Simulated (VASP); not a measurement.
# As2Se (P6_3/mmc) in VASP: further runs

Runs on As2Se. Level: PBE. Tasks: single point.

Everything below comes from runs of VASP 6.6.1. Logs are shortened: lines on timing, memory, paths and dates and some standing lists are left out, and cuts for length are marked.

## (1) The cell of the first run

Symmetry: P6_3/mmc, No. 194, hexagonal system. Conventional cell: a = 4.825 Å, b = 4.825 Å, c = 5.870 Å, α = 90.00°, β = 90.00°, γ = 120.00°. Within 3.9 Å of As (site symmetry -3m) lie 8 As at 2.93 to 3.15 Å and 6 Se at 3.15 Å. Within 3.7 Å of As (site symmetry -6m2) lie 5 Se at 2.79 to 2.93 Å and 6 As at 3.15 Å. Se (site symmetry -6m2) has 11 As at 2.79 to 3.15 Å within 3.7 Å.

The cell was built from a structure type or drawn by symmetry, and may not be a known phase.

## (2) Single point, PBE

INCAR

```
SYSTEM = As2Se
PREC = Accurate
ENCUT = 500
EDIFF = 1E-6
ISMEAR = 0
SIGMA = 0.2
LREAL = .FALSE.
LASPH = .TRUE.
NELM = 120
ALGO = Normal
ISIF = 2
LWAVE = .FALSE.
LCHARG = .TRUE.
GGA = PE
LELF = .TRUE.
LVHAR = .TRUE.
NBANDS = 25
GGA_COMPAT = .FALSE.
```

KPOINTS

```
regular mesh
0
G
  4 4 3
  0 0 0
```

POSCAR

```
As2Se
1.0
    4.8253326706      0.0000000026      0.0000000000
   -2.4126663376      4.1788606731      0.0000000000
    0.0000000000      0.0000000000      5.8699156995
As Se
4 2
Direct
    0.0000000000      0.0000000000      0.0000000000
    0.0000000000      0.0000000000      0.5000000000
    0.3333333333      0.6666666667      0.7500000000
    0.6666666667      0.3333333333      0.2500000000
    0.3333333333      0.6666666667      0.2500000000
    0.6666666667      0.3333333333      0.7500000000
```

Potentials or basis: VASP PAW PBE potentials, release 64 (As, Se).

Launch:

```console
cat potpaw_PBE.64/As/POTCAR potpaw_PBE.64/Se/POTCAR > POTCAR
mpirun -np 1 vasp_std > vasp.out
```

OUTCAR:

```text
SYSTEM = As2Se
   PREC = Accurate
   ENCUT = 500
   EDIFF = 1E-6
   ISMEAR = 0
   LREAL = .FALSE.
   LASPH = .TRUE.
   NELM = 120
   ISIF = 2
   GGA = PE

 ion  position               nearest neighbor table
   1  0.000  0.000  0.000-
   2  0.000  0.000  0.500-
   3  0.333  0.667  0.750-   6 2.79   6 2.79   6 2.79
   4  0.667  0.333  0.250-   5 2.79   5 2.79   5 2.79
   5  0.333  0.667  0.250-   4 2.79   4 2.79   4 2.79
   6  0.667  0.333  0.750-   3 2.79   3 2.79   3 2.79

  LATTYP: Found a hexagonal cell.
 ALAT       =     4.8253326706
 C/A-ratio  =     1.2164789664

  Lattice vectors:

 A1 = (   4.8253326706,   0.0000000026,   0.0000000000)
 A2 = (  -2.4126663376,   4.1788606731,   0.0000000000)
 A3 = (   0.0000000000,   0.0000000000,   5.8699156995)

Analysis of symmetry for initial positions (statically):
=====================================================================
 Subroutine PRICEL returns:
 Original cell was already a primitive cell.

 Routine SETGRP: Setting up the symmetry group for a
 hexagonal supercell.

 Subroutine GETGRP returns: Found 24 space group operations
 (whereof 12 operations were pure point group operations)
 out of a pool of 24 trial point group operations.

The static configuration has the point symmetry D_3d.
 The point group associated with its full space group is D_6h.

Analysis of symmetry for dynamics (positions and initial velocities):
=====================================================================
 Subroutine PRICEL returns:
 Original cell was already a primitive cell.

 Routine SETGRP: Setting up the symmetry group for a
 hexagonal supercell.

 Subroutine GETGRP returns: Found 24 space group operations
 (whereof 12 operations were pure point group operations)
 out of a pool of 24 trial point group operations.

The dynamic configuration has the point symmetry D_3d.
 The point group associated with its full space group is D_6h.

 Subroutine INISYM returns: Found 24 space group operations
 (whereof 12 operations are pure point group operations),
 and found     1 'primitive' translations

----------------------------------------------------------------------------------------

                                     Primitive cell

  volume of cell :     118.3633

  direct lattice vectors                    reciprocal lattice vectors
     4.825332671  0.000000003  0.000000000     0.207239597  0.119649837  0.000000000
    -2.412666338  4.178860673  0.000000000    -0.000000000  0.239299675  0.000000000
     0.000000000  0.000000000  5.869915699     0.000000000  0.000000000  0.170360198

  length of vectors
     4.825332671  4.825332671  5.869915699     0.239299675  0.239299675  0.170360198

  position of ions in fractional coordinates (direct lattice)
     0.000000000  0.000000000  0.000000000
     0.000000000  0.000000000  0.500000000
     0.333333333  0.666666667  0.750000000
     0.666666667  0.333333333  0.250000000
     0.333333333  0.666666667  0.250000000
     0.666666667  0.333333333  0.750000000

  ion indices of the primitive-cell ions
   primitive index   ion index
                 1           1
                 2           2
                 3           3
                 4           4
                 5           5
                 6           6

----------------------------------------------------------------------------------------

 KPOINTS: regular mesh

Automatic generation of k-mesh.
 Grid dimensions read from file:
 generate k-points for:    4    4    3

 Generating k-lattice:

  Cartesian coordinates                     Fractional coordinates (reciprocal lattice)
     0.051809899  0.029912459  0.000000000     0.250000000  0.000000000  0.000000000
    -0.000000000  0.059824919  0.000000000     0.000000000  0.250000000  0.000000000
     0.000000000  0.000000000  0.056786733     0.000000000  0.000000000  0.333333333

  Length of vectors
     0.059824919  0.059824919  0.056786733

  Shift w.r.t. Gamma in fractional coordinates (k-lattice)
     0.000000000  0.000000000  0.000000000

 Subroutine IBZKPT returns following result:
 ===========================================

 Found      8 irreducible k-points:

 Following reciprocal coordinates:
            Coordinates               Weight
  0.000000  0.000000  0.000000      1.000000
  0.250000  0.000000  0.000000      6.000000
  0.500000  0.000000  0.000000      3.000000
  0.250000  0.250000  0.000000      6.000000
  0.000000  0.000000  0.333333      2.000000
  0.250000  0.000000  0.333333     12.000000
  0.500000  0.000000  0.333333      6.000000
  0.250000  0.250000  0.333333     12.000000
   k-points           NKPTS =      8   k-points in BZ     NKDIM =      8   number of bands    NBANDS=     25
   number of dos      NEDOS =    301   number of ions     NIONS =      6
   total plane-waves  NPLWV =  62208
   dimension x,y,z NGX =    36 NGY =   36 NGZ =   48
   dimension x,y,z NGXF=    72 NGYF=   72 NGZF=   96
   ions per type =               4   2
   NGX,Y,Z   is equivalent  to a cutoff of  12.40, 12.40, 13.59 a.u.
   NGXF,Y,Z  is equivalent  to a cutoff of  24.81, 24.81, 27.19 a.u.
 SYSTEM =  As2Se
   PREC   = accura    normal or accurate (medium, high low for compatibility)
   ISTART =      0    job   : 0-new  1-cont  2-samecut
   ICHARG =      2    charge: 1-file 2-atom 10-const
   ISPIN  =      1    spin polarized calculation?
   LNONCOLLINEAR =      F non collinear calculations
   LSORBIT =      F    spin-orbit coupling
   LASPH  =      T    aspherical Exc in radial PAW
   ENCUT  =  500.0 eV  36.75 Ry    6.06 a.u.   8.80  8.80 10.70*2*pi/ulx,y,z
   NELM   =    120;   NELMIN=  2; NELMDL= -5     # of ELM steps
   EDIFF  = 0.1E-05   stopping-criterion for ELM
   LREAL  =      F    real-space projection
   EDIFFG = 0.1E-04   stopping-criterion for IOM
   NSW    =      0    number of steps for IOM
   IBRION =     -1    ionic relax: 0-MD 1-quasi-New 2-CG
   NFREE  =      0    steps in history (QN), initial steepest desc. (CG)
   ISIF   =      2    stress and relaxation
   ISYM   =      2    0-nonsym 1-usesym 2-fastsym
   POTIM  = 0.5000    time-step for ionic-motion
   TEBEG  =    0.0;   TEEND  =   0.0 temperature during run
   PSTRESS=    0.0 pullay stress
   NELECT =      32.0000    total number of electrons
   NUPDOWN=      -1.0000    fix difference up-down
   EMIN   =  10.00;   EMAX   =-10.00  energy-range for DOS
   EFERMI =   0.00;   METHOD = LEGACY
   ISMEAR =     0;   SIGMA  =   0.20  broadening in eV -4-tet -1-fermi 0-gaus
   EFERMI_NEDOS =   21; number of points for ismear=-14 and -15
   IALGO  =     38    algorithm
   IMIX   =      4    mixing-type and parameters
     AMIX     =   0.40;   BMIX     =  1.00
     AMIX_MAG =   1.60;   BMIX_MAG =  1.00
  volume/ion in A,a.u.               =      19.73       133.13
  Fermi-wavevector in a.u.,A,eV,Ry     =   1.058569  2.000405 15.246256  1.120568
  Thomas-Fermi vector in A             =   2.193883
   LORBIT       =      0    0 simple, 1 ext, 2 COOP (PROOUT), +10 PAW based schemes
   GGA     = PE    functional components
   LHFCALC =     F    Hartree Fock is set to
   AEXX    =    0.0000 exact exchange contribution
   IVDW    =     0    specifies the selected vdW correction
   LEPSILON=     F    determine dielectric tensor
   LRPA    =     F    only Hartree local field effects (RPA)
 non-spin polarized calculation
 Gauss-broadening in eV      SIGMA  =   0.20
  energy-cutoff  :      500.00
  volume of cell :      118.36
 maximum number of plane-waves:      3039
 NGX is ok and might be reduce to    36
   NGX = 17   NGY = 17   NGZ = 21

 number of electron      31.9999996 magnetization

 Free energy of the ion-electron system (eV)
  ---------------------------------------------------
  ext. energy  EPLUGINS =         0.00000000
  ---------------------------------------------------
  free energy    TOTEN  =       -22.91558491 eV

  energy without entropy =      -22.84033643  energy(sigma->0) =      -22.87796067

 E-fermi :   6.1849     XC(G=0): -10.6466

 val. band max:        6.1138879554   @ k =   0.0000   0.0000   0.0000
 cond. band min:       6.2033992408   @ k =   0.5000   0.0000   0.3333
 fundamental gap:      0.0895112854
 Fermi energy:         6.1849274194

 k-point     1 :       0.0000    0.0000    0.0000
  band No.  band energies     occupation
      1      -9.5898      2.00000
      2      -7.4820      2.00000
      3      -4.2060      2.00000
      4      -4.0889      2.00000
      5      -4.0702      2.00000
      6      -2.1465      2.00000
[... 17 lines left out ...]
     24      10.9279      0.00000
     25      10.9289      0.00000

 k-point     2 :       0.2500    0.0000    0.0000
  band No.  band energies     occupation
      1      -9.1573      2.00000
      2      -7.3544      2.00000
      3      -5.0867      2.00000
      4      -4.5296      2.00000
      5      -3.7762      2.00000
      6      -3.0879      2.00000
[... 17 lines left out ...]
     24      10.9369      0.00000
     25      11.4880      0.00000

 k-point     3 :       0.5000    0.0000    0.0000
  band No.  band energies     occupation
      1      -8.2476      2.00000
      2      -7.7178      2.00000
      3      -5.9116      2.00000
      4      -4.3516      2.00000
      5      -4.3313      2.00000
      6      -3.3863      2.00000
[... 17 lines left out ...]
     24      10.5705      0.00000
     25      13.4784      0.00000

 k-point     4 :       0.2500    0.2500    0.0000
  band No.  band energies     occupation
      1      -8.3905      2.00000
      2      -7.4686      2.00000
      3      -5.7619      2.00000
      4      -5.0066      2.00000
      5      -4.1741      2.00000
      6      -3.4001      2.00000
[... 17 lines left out ...]
     24      10.2198      0.00000
     25      12.1771      0.00000

 k-point     5 :       0.0000    0.0000    0.3333
  band No.  band energies     occupation
      1      -9.2092      2.00000
      2      -8.2148      2.00000
      3      -4.4115      2.00000
      4      -4.1726      2.00000
      5      -2.9904      2.00000
      6      -2.6033      2.00000
[... 17 lines left out ...]
     24      10.3741      0.00000
     25      11.7023      0.00000

 k-point     6 :       0.2500    0.0000    0.3333
  band No.  band energies     occupation
      1      -8.7954      2.00000
      2      -7.9007      2.00000
      3      -5.0843      2.00000
      4      -4.7365      2.00000
      5      -3.5186      2.00000
      6      -3.3528      2.00000
[... 17 lines left out ...]
     24       9.5966      0.00000
     25      12.7402      0.00000

 k-point     7 :       0.5000    0.0000    0.3333
  band No.  band energies     occupation
      1      -7.9893      2.00000
      2      -7.6541      2.00000
      3      -6.0120      2.00000
      4      -5.3549      2.00000
      5      -4.2836      2.00000
      6      -3.6139      2.00000
[... 17 lines left out ...]
     24       8.9299      0.00000
     25      12.3748      0.00000

 k-point     8 :       0.2500    0.2500    0.3333
  band No.  band energies     occupation
      1      -8.0970      2.00000
      2      -7.5729      2.00000
      3      -5.4990      2.00000
      4      -5.4303      2.00000
      5      -4.6488      2.00000
      6      -4.0902      2.00000
[... 17 lines left out ...]
     24       9.4773      0.00000
     25      12.7776      0.00000

------------------------ aborting loop because EDIFF is reached ----------------------------------------

  FORCE on cell =-STRESS in cart. coord.  units (eV):
  Direction    XX          YY          ZZ          XY          YZ          ZX
  --------------------------------------------------------------------------------------
  -------------------------------------------------------------------------------------
  Total        0.1868569      0.1868569      0.0725841     -0.0000000     -0.0000000      0.0000000
  in kB        2.5293132      2.5293132      0.9825056     -0.0000000     -0.0000000      0.0000000
  external PRESSURE =       2.0137106 kB  Pullay stress =       0.0000000 kB

 VOLUME and BASIS-vectors are now :
 -----------------------------------------------------------------------------
  energy-cutoff  :      500.00
  volume of cell :      118.36
      direct lattice vectors                 reciprocal lattice vectors
     4.825332671  0.000000003  0.000000000     0.207239597  0.119649837  0.000000000
    -2.412666338  4.178860673  0.000000000    -0.000000000  0.239299675  0.000000000
     0.000000000  0.000000000  5.869915699     0.000000000  0.000000000  0.170360198

 POSITION                                       TOTAL-FORCE (eV/Angst)
 -----------------------------------------------------------------------------------
      0.00000      0.00000      0.00000         0.000000     -0.000000      0.000000
      0.00000      0.00000      2.93496         0.000000     -0.000000      0.000000
     -0.00000      2.78591      4.40244         0.000000     -0.000000      0.000000
      2.41267      1.39295      1.46748        -0.000000      0.000000      0.000000
     -0.00000      2.78591      1.46748        -0.000000     -0.000000      0.000000
      2.41267      1.39295      4.40244         0.000000      0.000000      0.000000
 -----------------------------------------------------------------------------------
    total drift:                                0.000000     -0.000000      0.000000

  FREE ENERGIE OF THE ION-ELECTRON SYSTEM (eV)
  ---------------------------------------------------
  free  energy   TOTEN  =       -22.9155849092 eV

  energy  without entropy=      -22.8403364284  energy(sigma->0) =      -22.87796067
```

It took 49 s on 1 thread of Intel Xeon 8259CL, shared host; peak memory 0.24 GiB.

What came out:

```yaml
Free_energy: -22.9156 eV
Pressure: 0.2 GPa
Band_gap_on_the_k_mesh: zero (bands 16 and 17 overlap by 1.76 eV)
```

Levels at points of the mesh, in eV from the Fermi level:
```
           k point  band 14  band 15  band 16  band 17  band 18  band 19
(0.00, 0.00, 0.00)    -3.21    -3.02    -0.60    -0.60    -0.07    -0.07
(0.50, 0.00, 0.00)    -1.23     0.27     0.70     0.97     1.61     1.83
```

Caveat: the k points lie up to 0.38 Å⁻¹ apart, too coarse for converged energies and pressures of a metal.

## (3) Single point, PBE

This run uses another cell than the first one, of 21.79 Å³/atom.

INCAR

```
SYSTEM = As2Se
  ALGO = Normal
  EDIFF = 1E-6
  ENCUT = 500
  GGA = PE
  GGA_COMPAT = .FALSE.
  ISIF = 2
  ISMEAR = 0
  LASPH = .TRUE.
  LCHARG = .TRUE.
  LELF = .TRUE.
  LREAL = .FALSE.
  LVHAR = .TRUE.
  LWAVE = .FALSE.
  NBANDS = 25
  NELM = 120
  PREC = Accurate
  SIGMA = 0.2
```

KPOINTS

```
k-points
0
G
  4 4 2
  0 0 0
```

POSCAR

```
As2Se
1.0
    4.4529151758      0.0000000000      0.0000000000
   -2.2264575879      3.8563376631      0.0000000000
    0.0000000000      0.0000000000      7.6136528327
As Se
4 2
Direct
    0.3333333333      0.6666666667      0.4231800869
    0.6666666667      0.3333333333      0.9231800869
    0.3333333333      0.6666666667      0.0768199131
    0.6666666667      0.3333333333      0.5768199131
    0.0000000000      0.0000000000      0.2500000000
    0.0000000000      0.0000000000      0.7500000000
```

Potentials or basis: VASP PAW PBE potentials, release 64 (As, Se).

Launch:

```console
cat potpaw_PBE.64/As/POTCAR potpaw_PBE.64/Se/POTCAR > POTCAR
mpirun -np 1 vasp_std > vasp.out
```

It took 52 s on 1 thread of Intel Xeon 8259CL, shared host; peak memory 0.23 GiB.

It converged, with:

```yaml
Free_energy: -23.9600 eV
Pressure: 0.0 GPa
Largest_force: 0.018 eV/Å
Band_gap_on_the_k_mesh: zero (bands 16 and 17 overlap by 1.62 eV)
```

Forces in eV/Å, atoms in the order of the input:
```
As   0.000  0.000 -0.018
As   0.000  0.000 -0.018
As   0.000  0.000  0.018
As   0.000  0.000  0.018
Se   0.000  0.000  0.000
Se   0.000  0.000  0.000
```

Stress tensor (GPa, compression positive):
```
 0.06  0.00  0.00
 0.00  0.06  0.00
 0.00  0.00 -0.05
```

Levels at points of the mesh, in eV from the Fermi level:
```
           k point  band 14  band 15  band 16  band 17  band 18  band 19
(0.00, 0.00, 0.00)    -1.67    -1.63    -1.58    -1.33    -1.33     1.03
(0.50, 0.00, 0.00)    -1.69     0.26     0.29     0.98     1.10     2.21
(0.00, 0.00, 0.50)    -1.77    -1.77    -1.77    -0.88    -0.88     2.04
(0.50, 0.00, 0.50)    -1.49    -0.65    -0.65     1.25     1.25     3.12
```

Caveat: the k points lie up to 0.41 Å⁻¹ apart, too coarse for converged energies and pressures of a metal.
